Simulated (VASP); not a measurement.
Crystal: ReP2.

```
Re P
1.0
     3.95262    0.00000    0.00000
     0.00000    3.95262    0.00000
     0.00000    0.00000    3.06007
Re P
1 2
Direct
  0.00000 0.00000 0.00000
  0.50000 0.00000 0.50000
  0.00000 0.50000 0.50000
```

```yaml
Program: VASP 6.6.1
Task: relaxation of cell and atoms
Functional: PBE
Potentials_or_basis: VASP PAW PBE potentials, release 64 (Re, P)
Cutoff: 600 eV
k_mesh: 12 × 12 × 16
Occupations: gaussian, width 0.1 eV
Spin: no spin polarisation
```

At the start: pressure 0.2 GPa; volume 15.94 Å³/atom.

**Question.** How do energy, volume and symmetry change on relaxing?

**Answer.** Over 6 steps the energy falls by 5.1 meV/atom and the volume is 16.03 Å³/atom (+0.6 %); space group P4/mmm (No. 123, to 0.05 Å).

Step by step:
```
step  energy change (eV)  largest force (eV/Å)  pressure (GPa)  volume (Å³)
   1              0.0000                0.0000            0.21        47.81
   2             -0.0136                0.0000            0.25        47.95
   3             -0.0151                0.0000            0.27        48.00
   4             -0.0151                0.0000            0.28        48.01
   5             -0.0150                0.0000           -0.49        48.22
   6             -0.0152                0.0000            0.00        48.08
```

Final structure:
```
Re P
1.0
     4.00194    0.00000    0.00000
     0.00000    4.00194    0.00000
     0.00000    0.00000    3.00220
Re P
1 2
Direct
  0.00000 0.00000 0.00000
  0.50000 0.00000 0.50000
  0.00000 0.50000 0.50000
```
